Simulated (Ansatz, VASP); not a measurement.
**Two plane-wave programs on Sn3H**

File INCAR:

```
SYSTEM = Sn3H
PREC     = Accurate       ! precision mode
ENCUT    = 600            ! plane-wave cutoff, eV
EDIFF    = 1E-6           ! SCF threshold, eV
ISMEAR   = 0              ! smearing method
SIGMA    = 0.1            ! smearing width, eV
LREAL    = .False.        ! projectors in reciprocal space
LASPH    = .True.         ! aspherical terms in the spheres
NELM     = 80             ! most SCF steps
ALGO     = Normal         ! electronic algorithm
ISIF     = 3              ! what is computed and relaxed
LWAVE    = .False.        ! write WAVECAR
LCHARG   = .False.        ! write CHGCAR
GGA      = PE             ! functional
IBRION   = 2              ! ionic algorithm
NSW      = 90             ! ionic steps
EDIFFG   = -0.04          ! ionic threshold
```

Contents of KPOINTS:

```
regular mesh
0
Gamma
  4 4 4
  0 0 0
```

The input POSCAR:

```
Sn3H
1.0
   -2.8602129900      2.8602129900      2.8602129900
    2.8602129900     -2.8602129900      2.8602129900
    2.8602129900      2.8602129900     -2.8602129900
Sn H
3 1
Direct
    0.0000000000      0.5000000000      0.5000000000
    0.5000000000      0.0000000000      0.5000000000
    0.5000000000      0.5000000000      0.0000000000
    0.0000000000      0.0000000000      0.0000000000
```

Input for Ansatz:

```yaml
crystal:
  lattice:
    - [-2.86021299, 2.86021299, 2.86021299]
    - [2.86021299, -2.86021299, 2.86021299]
    - [2.86021299, 2.86021299, -2.86021299]
  atoms:
    - { symbol: Sn, position: [0.0, 0.5, 0.5] }
    - { symbol: Sn, position: [0.5, 0.0, 0.5] }
    - { symbol: Sn, position: [0.5, 0.5, 0.0] }
    - { symbol: H, position: [0.0, 0.0, 0.0] }
basis:
  ecutwfc: 420
kpoints:
  mp_grid: { grid: [4, 4, 4] }
hamiltonian:
  xc: pbe
scf:
  occupations: { method: gaussian, width: 0.1 }
  lower_state_search: "off"
output:
  forces: true
  stress: true
  eigenvalues: true
relax:
  adjacent_minimum: "off"
  f_tol: 0.04
  max_steps: 70
  cell: { stress_tol: 0.4 }
```

Change from the starting cell: species swapped into the Sb3Au type (Im-3m, No. 229).

Alike in both runs: task relaxation of cell and atoms; functional PBE; k mesh 4 × 4 × 4; occupations gaussian, width 0.1 eV; no spin polarisation.

|  | VASP | Ansatz |
| --- | --- | --- |
| version | VASP 6.6.1 | Ansatz 0.2.0 |
| potentials or method | VASP PAW PBE potentials, release 64 (Sn_d, H), cutoff 600 eV | scalar-relativistic, plane waves, PAW |
| valence electrons in the cell | 43 | 43 |

|  | VASP | Ansatz | Ansatz less VASP |
| --- | --- | --- | --- |
| gap on the k mesh at the Fermi level, each at its own relaxed structure (eV) | none | none | - |
| relaxed volume (Å³/atom) | 26.10 | 26.24 | +0.145 |
| relaxed cell length with the largest relative difference (Å) | 5.138 | 5.147 | +0.0095 |

A gap of «none» marks a metal or a gap that the smearing closes.

The k mesh is coarse, so the values compare programs but aren't converged.
